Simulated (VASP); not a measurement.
# Sb (R-3m) in VASP: notebook

The runs below take Sb through single point, with r2SCAN.

Program: VASP 6.6.1. These are calculated values, not measurements. Logs are shortened: lines on timing, memory, paths and dates and some standing lists are left out, and cuts for length are marked.

## Step 1: The cell of the first run

Symmetry: R-3m, No. 166, trigonal system. The conventional cell has a = 4.255 Å, b = 4.255 Å, c = 11.098 Å, α = 90.00°, β = 90.00°, γ = 120.00°. Within 3.8 Å of Sb (site symmetry 3m) lie 6 Sb at 2.87 to 3.31 Å.

## Step 2: Single point, r2SCAN, non-collinear spin, zero start, spin-orbit coupling (29.00 Å³/atom)

POSCAR reads:

```
Sb
1.0
    2.1273467550      1.2282242217      3.6992676200
   -2.1273467550      1.2282242217      3.6992676200
    0.0000000000     -2.4564484433      3.6992676200
Sb
2
Direct
    0.2336185135      0.2336185135      0.2336185135
    0.7663814865      0.7663814865      0.7663814865
```

INCAR.step1 reads:

```
SYSTEM = Sb
PREC = Accurate
ENCUT = 520
ISMEAR = 0
SIGMA = 0.05
LREAL = .False.
LASPH = .True.
NELM = 150
MAGMOM = 0 0 0 0 0 0
LSORBIT = .True.
GGA_COMPAT = .False.
NBANDS = 22
GGA = PE
ALGO = Normal
EDIFF = 1E-4
LWAVE = .True.
LCHARG = .False.
```

INCAR.step2 reads:

```
SYSTEM = Sb
PREC = Accurate
ENCUT = 520
EDIFF = 1E-6
ISMEAR = 0
SIGMA = 0.05
LREAL = .False.
LASPH = .True.
NELM = 150
ALGO = Normal
ISIF = 2
LWAVE = .False.
LCHARG = .False.
MAGMOM = 0 0 0 0 0 0
LORBIT = 11
LSORBIT = .True.
GGA_COMPAT = .False.
LORBMOM = .True.
METAGGA = R2SCAN
LMIXTAU = .True.
NBANDS = 22
ISTART = 1
```

KPOINTS reads:

```
regular mesh
0
Gamma
  6 6 6
  0 0 0
```

Potentials or basis: VASP PAW PBE potentials, release 64 (Sb).

On the command line:

```bash
$ cat potpaw_PBE.64/Sb/POTCAR > POTCAR
$ cp INCAR.step1 INCAR
$ mpirun -np 1 vasp_ncl > vasp.out
$ cp INCAR.step2 INCAR
$ mpirun -np 1 vasp_ncl > vasp.out
```

OUTCAR:

```text
SYSTEM = Sb
   PREC = Accurate
   ENCUT = 520
   EDIFF = 1E-6
   ISMEAR = 0
   LREAL = .False.
   LASPH = .True.
   NELM = 150
   ISIF = 2
   LORBIT = 11
   LSORBIT = .True.
   METAGGA = R2SCAN
   ISTART = 1

 ion  position               nearest neighbor table
   1  0.234  0.234  0.234-   2 2.87   2 2.87   2 2.87   2 3.31   2 3.31   2 3.31
   2  0.766  0.766  0.766-   1 2.87   1 2.87   1 2.87   1 3.31   1 3.31   1 3.31

  LATTYP: Found a trigonal (rhomboedric) cell.
 ALAT       =     4.4405765255
 COS(alpha) =     0.5409839742

  Lattice vectors:

 A1 = (   2.1273467550,   1.2282242217,   3.6992676200)
 A2 = (  -2.1273467550,   1.2282242217,   3.6992676200)
 A3 = (   0.0000000000,  -2.4564484433,   3.6992676200)

Analysis of symmetry for initial positions (statically):
=====================================================================
 Subroutine PRICEL returns:
 Original cell was already a primitive cell.

 Routine SETGRP: Setting up the symmetry group for a
 trigonal (rhombohedral) supercell.

 Subroutine GETGRP returns: Found 12 space group operations
 (whereof 12 operations were pure point group operations)
 out of a pool of 12 trial point group operations.

The static configuration has the point symmetry D_3d.

Analysis of symmetry for dynamics (positions and initial velocities):
=====================================================================
 Subroutine PRICEL returns:
 Original cell was already a primitive cell.

 Routine SETGRP: Setting up the symmetry group for a
 trigonal (rhombohedral) supercell.

 Subroutine GETGRP returns: Found 12 space group operations
 (whereof 12 operations were pure point group operations)
 out of a pool of 12 trial point group operations.

The dynamic configuration has the point symmetry D_3d.

Analysis of structural, dynamic, and magnetic symmetry:
=====================================================================
 Subroutine PRICEL returns:
 Original cell was already a primitive cell.

 Routine SETGRP: Setting up the symmetry group for a
 trigonal (rhombohedral) supercell.

 Subroutine GETGRP returns: Found 12 space group operations
 (whereof 12 operations were pure point group operations)
 out of a pool of 12 trial point group operations.

The overall configuration has the point symmetry D_3d.

 Subroutine INISYM returns: Found 12 space group operations
[... 781 lines left out ...]
      0.00000      0.00000      2.59265         0.000000      0.000000      0.177499
      0.00000      0.00000      8.50515         0.000000     -0.000000     -0.177499
 -----------------------------------------------------------------------------------
    total drift:                               -0.000000     -0.000000      0.000000

  FREE ENERGIE OF THE ION-ELECTRON SYSTEM (eV)
  ---------------------------------------------------
  free  energy   TOTEN  =       -51.4701301914 eV

  energy  without entropy=      -51.4693657821  energy(sigma->0) =      -51.46974799

 orbital moment (x)

 # of ion     p       d       tot
 ----------------------------------------
  1         0.000   0.000   0.000
  2         0.000   0.000   0.000
 ----------------------------------------
            0.000   0.000   0.000

 orbital moment (y)

 # of ion     p       d       tot
 ----------------------------------------
  1         0.000  -0.000  -0.000
  2         0.000   0.000   0.000
 ----------------------------------------
            0.000   0.000   0.000

 orbital moment (z)

 # of ion     p       d       tot
 ----------------------------------------
  1         0.000  -0.000  -0.000
  2         0.000  -0.000  -0.000
 ----------------------------------------
            0.000  -0.000  -0.000

 Spin-Orbit-Coupling matrix elements

 Ion:    1  E_soc:     -0.1247874
 l=   1
     0.0000000    -0.0207324    -0.0205098
    -0.0207324     0.0000000    -0.0207324
    -0.0205098    -0.0207324     0.0000000
 l=   2
     0.0000000    -0.0000298     0.0000000    -0.0000298    -0.0001101
    -0.0000298     0.0000000    -0.0000798    -0.0000301    -0.0000298
     0.0000000    -0.0000798     0.0000000    -0.0000798     0.0000000
    -0.0000298    -0.0000301    -0.0000798     0.0000000    -0.0000298
    -0.0001101    -0.0000298     0.0000000    -0.0000298     0.0000000
 l=   3
     0.0000000     0.0000000     0.0000000     0.0000000     0.0000000     0.0000000     0.0000000
     0.0000000     0.0000000     0.0000000     0.0000000     0.0000000     0.0000000     0.0000000
     0.0000000     0.0000000     0.0000000     0.0000000     0.0000000     0.0000000     0.0000000
     0.0000000     0.0000000     0.0000000     0.0000000     0.0000000     0.0000000     0.0000000
     0.0000000     0.0000000     0.0000000     0.0000000     0.0000000     0.0000000     0.0000000
     0.0000000     0.0000000     0.0000000     0.0000000     0.0000000     0.0000000     0.0000000
     0.0000000     0.0000000     0.0000000     0.0000000     0.0000000     0.0000000     0.0000000

 Ion:    2  E_soc:     -0.1247874
 l=   1
     0.0000000    -0.0207324    -0.0205098
    -0.0207324     0.0000000    -0.0207324
    -0.0205098    -0.0207324     0.0000000
 l=   2
     0.0000000    -0.0000298     0.0000000    -0.0000298    -0.0001101
    -0.0000298     0.0000000    -0.0000798    -0.0000301    -0.0000298
     0.0000000    -0.0000798     0.0000000    -0.0000798     0.0000000
    -0.0000298    -0.0000301    -0.0000798     0.0000000    -0.0000298
    -0.0001101    -0.0000298     0.0000000    -0.0000298     0.0000000
 l=   3
     0.0000000     0.0000000     0.0000000     0.0000000     0.0000000     0.0000000     0.0000000
     0.0000000     0.0000000     0.0000000     0.0000000     0.0000000     0.0000000     0.0000000
     0.0000000     0.0000000     0.0000000     0.0000000     0.0000000     0.0000000     0.0000000
     0.0000000     0.0000000     0.0000000     0.0000000     0.0000000     0.0000000     0.0000000
     0.0000000     0.0000000     0.0000000     0.0000000     0.0000000     0.0000000     0.0000000
     0.0000000     0.0000000     0.0000000     0.0000000     0.0000000     0.0000000     0.0000000
     0.0000000     0.0000000     0.0000000     0.0000000     0.0000000     0.0000000     0.0000000

 total charge

# of ion       s       p       d       tot
------------------------------------------
    1        1.191   1.183   0.042   2.416
    2        1.191   1.183   0.042   2.416
--------------------------------------------------
tot          2.381   2.366   0.084   4.831

 magnetization (x)

# of ion       s       p       d       tot
------------------------------------------
    1       -0.000  -0.000  -0.000  -0.000
    2       -0.000  -0.000  -0.000  -0.000
--------------------------------------------------
tot         -0.000  -0.000  -0.000  -0.000

 magnetization (y)

# of ion       s       p       d       tot
------------------------------------------
    1        0.000   0.000   0.000   0.000
    2        0.000   0.000   0.000   0.000
--------------------------------------------------
tot          0.000   0.000   0.000   0.000

 magnetization (z)

# of ion       s       p       d       tot
------------------------------------------
    1        0.000   0.000   0.000   0.000
    2        0.000   0.000   0.000   0.000
--------------------------------------------------
tot          0.000   0.000   0.000   0.000
```

Run time: 11 min. Hardware: 1 thread of Intel Xeon 8259CL, shared host; peak memory 0.46 GiB.

Results:

| Quantity | Value |
| --- | --- |
| Free energy | -51.4701 eV |
| Pressure | 4.7 GPa |
| Largest force | 0.177 eV/Å |
| Net moment | 0.00 μB per cell |
| Valence electrons inside the program's atomic spheres | Sb 2.42 |

Forces in eV/Å, atoms in the order of the input:
```
Sb   0.000  0.000  0.177
Sb   0.000  0.000 -0.177
```

Stress tensor (GPa, compression positive):
```
4.89 0.00 0.00
0.00 4.89 0.00
0.00 0.00 4.27
```

Moments on the atoms (μB; x, y, z):
```
Sb  0.00 0.00 0.00
Sb  0.00 0.00 0.00
```

Caveat: the cell stands under pressure; the PAW data sets were made with another functional, which shifts forces and pressure a little.

## Step 3: Single point, r2SCAN, non-collinear spin, zero start, spin-orbit coupling

This run uses another cell than the first one, of 30.21 Å³/atom.

POSCAR reads:

```
Sb
1.0
    2.1564921131      1.2450513020      3.7499488168
   -2.1564921131      1.2450513020      3.7499488168
    0.0000000000     -2.4901026040      3.7499488168
Sb
2
Direct
    0.2336185135      0.2336185135      0.2336185135
    0.7663814865      0.7663814865      0.7663814865
```

INCAR.step1 reads:

```
SYSTEM = Sb
PREC = Accurate ; ENCUT = 520
ISMEAR = 0 ; SIGMA = 0.05
LREAL = .FALSE. ; LASPH = .TRUE.
NELM = 150 ; MAGMOM = 0 0 0 0 0 0
LSORBIT = .TRUE. ; GGA_COMPAT = .FALSE.
NBANDS = 22 ; GGA = PE
ALGO = Normal ; EDIFF = 1E-4
LWAVE = .TRUE. ; LCHARG = .FALSE.
```

INCAR.step2 reads:

```
SYSTEM = Sb
PREC = Accurate ; ENCUT = 520
EDIFF = 1E-7 ; ISMEAR = 0
SIGMA = 0.05 ; LREAL = .FALSE.
LASPH = .TRUE. ; NELM = 150
ALGO = Normal ; ISIF = 2
LWAVE = .FALSE. ; LCHARG = .FALSE.
MAGMOM = 0 0 0 0 0 0 ; LORBIT = 11
LSORBIT = .TRUE. ; GGA_COMPAT = .FALSE.
LORBMOM = .TRUE. ; METAGGA = R2SCAN
LMIXTAU = .TRUE. ; NBANDS = 22
ISTART = 1
```

KPOINTS reads:

```
regular mesh
0
G
  6 6 6
  0 0 0
```

Potentials or basis: VASP PAW PBE potentials, release 64 (Sb).

On the command line:

```bash
$ cat potpaw_PBE.64/Sb/POTCAR > POTCAR
$ cp INCAR.step1 INCAR
$ mpirun -np 1 vasp_ncl > vasp.out
$ cp INCAR.step2 INCAR
$ mpirun -np 1 vasp_ncl > vasp.out
```

Run time: 12 min. Hardware: 1 thread of Intel Xeon 8259CL, shared host; peak memory 0.47 GiB.

Results (log left out):

```yaml
Free_energy: -51.5189 eV
Pressure: 1.9 GPa
Largest_force: 0.054 eV/Å
Net_moment: 0.00 μB per cell
Valence_electrons_inside_the_program's_atomic_spheres: Sb 2.39
```

Forces in eV/Å, atoms in the order of the input:
```
Sb   0.000  0.000 -0.054
Sb   0.000  0.000  0.054
```

Moments on the atoms (μB; x, y, z):
```
Sb  0.00 0.00 0.00
Sb  0.00 0.00 0.00
```

Caveat: the PAW data sets were made with another functional, which shifts forces and pressure a little.

## Step 4: Single point, r2SCAN, non-collinear spin, zero start, spin-orbit coupling (31.72 Å³/atom)

This run uses another cell than the first one, of 31.72 Å³/atom.

POSCAR reads:

```
Sb
1.0
    2.1918507273      1.2654656074      3.8114343156
   -2.1918507273      1.2654656074      3.8114343156
    0.0000000000     -2.5309312148      3.8114343156
Sb
2
Direct
    0.2336185135      0.2336185135      0.2336185135
    0.7663814865      0.7663814865      0.7663814865
```

INCAR.step1 reads:

```
SYSTEM = Sb
  ALGO = Normal
  EDIFF = 1E-4
  ENCUT = 520
  GGA = PE
  GGA_COMPAT = .FALSE.
  ISMEAR = 0
  LASPH = .TRUE.
  LCHARG = .FALSE.
  LREAL = .FALSE.
  LSORBIT = .TRUE.
  LWAVE = .TRUE.
  MAGMOM = 0 0 0 0 0 0
  NBANDS = 22
  NELM = 150
  PREC = Accurate
  SIGMA = 0.05
```

INCAR.step2 reads:

```
SYSTEM = Sb
  ALGO = Normal
  EDIFF = 1E-7
  ENCUT = 520
  GGA_COMPAT = .FALSE.
  ISIF = 2
  ISMEAR = 0
  ISTART = 1
  LASPH = .TRUE.
  LCHARG = .FALSE.
  LMIXTAU = .TRUE.
  LORBIT = 11
  LORBMOM = .TRUE.
  LREAL = .FALSE.
  LSORBIT = .TRUE.
  LWAVE = .FALSE.
  MAGMOM = 0 0 0 0 0 0
  METAGGA = R2SCAN
  NBANDS = 22
  NELM = 150
  PREC = Accurate
  SIGMA = 0.05
```

KPOINTS reads:

```
k-points
0
G
  6 6 6
  0 0 0
```

On the command line:

```bash
$ cat potpaw_PBE.64/Sb/POTCAR > POTCAR
$ cp INCAR.step1 INCAR
$ mpirun -np 1 vasp_ncl > vasp.out
$ cp INCAR.step2 INCAR
$ mpirun -np 1 vasp_ncl > vasp.out
```

It took 12 min on 1 thread of Intel Xeon 8259CL, shared host; peak memory 0.48 GiB.

The run converged. Its results:

| Property | Result |
| --- | --- |
| Free energy | -51.5266 eV |
| Pressure | -0.9 GPa |
| Largest force | 0.297 eV/Å |
| Net moment | 0.00 μB per cell |
| Valence electrons inside the program's atomic spheres | Sb 2.37 |

Forces on the atoms (eV/Å):
```
Sb   0.000  0.000 -0.297
Sb   0.000  0.000  0.297
```

Stress tensor (GPa, compression positive):
```
-1.09  0.00  0.00
 0.00 -1.09  0.00
 0.00  0.00 -0.54
```

Moments on the atoms (μB; x, y, z):
```
Sb  0.00 0.00 0.00
Sb  0.00 0.00 0.00
```

Caveat: the PAW data sets were made with another functional, which shifts forces and pressure a little.

## Step 5: Single point, r2SCAN

This run uses another cell than the first one, of 30.21 Å³/atom.

POSCAR reads:

```
Sb
1.0
    2.1564921131      1.2450513020      3.7499488168
   -2.1564921131      1.2450513020      3.7499488168
    0.0000000000     -2.4901026040      3.7499488168
Sb
2
Direct
    0.2336185135      0.2336185135      0.2336185135
    0.7663814865      0.7663814865      0.7663814865
```

INCAR.step1 reads:

```
SYSTEM = Sb
PREC     = Accurate       ! precision mode
ENCUT    = 550            ! plane-wave cutoff, eV
ISMEAR   = 0              ! smearing method
SIGMA    = 0.05           ! smearing width, eV
LREAL    = .False.        ! projectors in reciprocal space
LASPH    = .True.         ! aspherical terms in the spheres
NELM     = 120            ! most SCF steps
NBANDS   = 22             ! bands
GGA      = PE             ! functional
ALGO     = Normal         ! electronic algorithm
EDIFF    = 1E-5           ! SCF threshold, eV
LWAVE    = .True.         ! write WAVECAR
LCHARG   = .False.        ! write CHGCAR
GGA_COMPAT= .False.
```

INCAR.step2 reads:

```
SYSTEM = Sb
PREC     = Accurate       ! precision mode
ENCUT    = 550            ! plane-wave cutoff, eV
EDIFF    = 1E-6           ! SCF threshold, eV
ISMEAR   = 0              ! smearing method
SIGMA    = 0.05           ! smearing width, eV
LREAL    = .False.        ! projectors in reciprocal space
LASPH    = .True.         ! aspherical terms in the spheres
NELM     = 120            ! most SCF steps
ALGO     = Normal         ! electronic algorithm
ISIF     = 2              ! what is computed and relaxed
LWAVE    = .False.        ! write WAVECAR
LCHARG   = .False.        ! write CHGCAR
METAGGA  = R2SCAN         ! meta-GGA
LMIXTAU  = .True.       
NBANDS   = 22             ! bands
ISTART   = 1            
GGA_COMPAT= .False.
```

KPOINTS reads:

```
Automatic mesh
0
Gamma
  10 10 10
  0 0 0
```

Potentials or basis: VASP PAW PBE potentials, release 64 (Sb_d_GW).

On the command line:

```bash
$ cat potpaw_PBE.64/Sb_d_GW/POTCAR > POTCAR
$ cp INCAR.step1 INCAR
$ mpirun -np 1 vasp_std > vasp.out
$ cp INCAR.step2 INCAR
$ mpirun -np 1 vasp_std > vasp.out
```

Wall time 4.6 min (1 thread of Intel Xeon 6975P-C (Granite Rapids), shared host); peak memory 0.34 GiB.

Results (log left out):

```
Free energy            : -51.4477 eV
Pressure               : 1.6 GPa
Largest force          : 0.019 eV/Å
Band gap on the k mesh : zero (bands 15 and 16 overlap by 0.10 eV)
```

Forces in eV/Å, atoms in the order of the input:
```
Sb   0.000  0.000  0.019
Sb   0.000  0.000 -0.019
```

Levels at points of the mesh, in eV from the Fermi level:
```csv
k point,band 11,band 12,band 13,band 14,band 15,band 16,band 17,band 18,band 19,band 20
"(0.00, 0.00, 0.00)",-13.38,-4.84,-2.30,-2.06,-2.06,2.15,2.77,2.77,5.42,5.42
"(0.50, 0.00, 0.00)",-10.88,-10.12,-2.17,-2.02,-0.41,-0.09,0.31,0.44,8.15,8.82
"(0.50, 0.50, 0.00)",-10.86,-8.34,-5.76,-4.05,-3.98,1.70,5.15,5.81,7.32,9.46
"(0.50, 0.50, 0.50)",-11.74,-9.44,-1.52,-1.52,-0.35,0.02,0.02,1.20,7.54,9.28
```

Caveat: the PAW data sets were made with another functional, which shifts forces and pressure a little; spin-orbit coupling is left out, which moves the levels of the heavy elements.

## Step 6: Overview

| potentials or basis | spin | cell | k mesh | cutoff (eV) | pressure (GPa) | moment (μB) | largest force (eV/Å) |
| --- | --- | --- | --- | --- | --- | --- | --- |
| VASP PAW PBE potentials, release 64 (Sb) | non-collinear, zero start, SOC | a = 4.441 Å, angles 57.2°, 2 atoms | 6 × 6 × 6 | 520 | 4.7 | 0.00 | 0.18 |
| VASP PAW PBE potentials, release 64 (Sb) | non-collinear, zero start, SOC | a = 4.501 Å, angles 57.2°, 2 atoms | 6 × 6 × 6 | 520 | 1.9 | 0.00 | 0.05 |
| VASP PAW PBE potentials, release 64 (Sb) | non-collinear, zero start, SOC | a = 4.575 Å, angles 57.2°, 2 atoms | 6 × 6 × 6 | 520 | -0.9 | 0.00 | 0.30 |
| VASP PAW PBE potentials, release 64 (Sb_d_GW) | off | a = 4.501 Å, angles 57.2°, 2 atoms | 10 × 10 × 10 | 550 | 1.6 | - | 0.02 |

Alike in all rows: task single point; level r2SCAN; smearing gaussian 0.05 eV.

Caveats: the PAW data sets were made with another functional, which shifts forces and pressure a little; the cell stands under pressure (at least some runs); spin-orbit coupling is left out, which moves the levels of the heavy elements (at least some runs).

Absolute energies hang on the potentials; compare differences alone.
